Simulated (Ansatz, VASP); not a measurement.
# CuO: VASP beside Ansatz

```xyz
4
Lattice="0.1857 -2.1279 -2.0014 -1.9785 0.1041 -1.9198 2.3345 2.2392 -4.2998" Properties=species:S:1:pos:R:3 pbc="T T T"
Cu    0.1680    0.1713   -4.0191
Cu   -1.7127   -1.9160   -3.9474
O     0.4014    0.0270   -6.2130
O     0.1633    0.0169   -2.0734
```

Alike in both runs: task single point; functional LDA; k mesh 10 × 10 × 5; occupations fermi-dirac, width 0.05 eV; no spin polarisation.

```csv
,VASP,Ansatz
version,VASP 6.6.1,Ansatz 0.2.0
potentials or method,"VASP PAW LDA potentials, release 64 (Cu, O)",Ansatz PAW
plane-wave cutoff (eV),520,420
valence electrons in the cell,34,50
```

|  | VASP | Ansatz | Ansatz less VASP |
| --- | --- | --- | --- |
| gap on the k mesh at the Fermi level (eV) | none | none | - |
| pressure (GPa) | -8.9 | -9.5 | -0.61 |
| traceless stress, the component that is largest in VASP (GPa) | 8.47 | 8.46 | -0.006 |
| rms of the force components (eV/Å) | 0.771 | 0.754 | -0.0172 |

LDA's correlation is that of Perdew and Zunger in VASP and of Perdew and Wang (1992) in Ansatz. Atom by atom the forces differ by 0.021 eV/Å (rms over components). A gap of «none» marks a metal or a gap that the smearing closes. VASP's potentials hold 34 valence electrons a cell and Ansatz's 50, so a difference there can come from the potentials and not from the codes.

Noted on Ansatz's run: Pulay correction over one GPa.
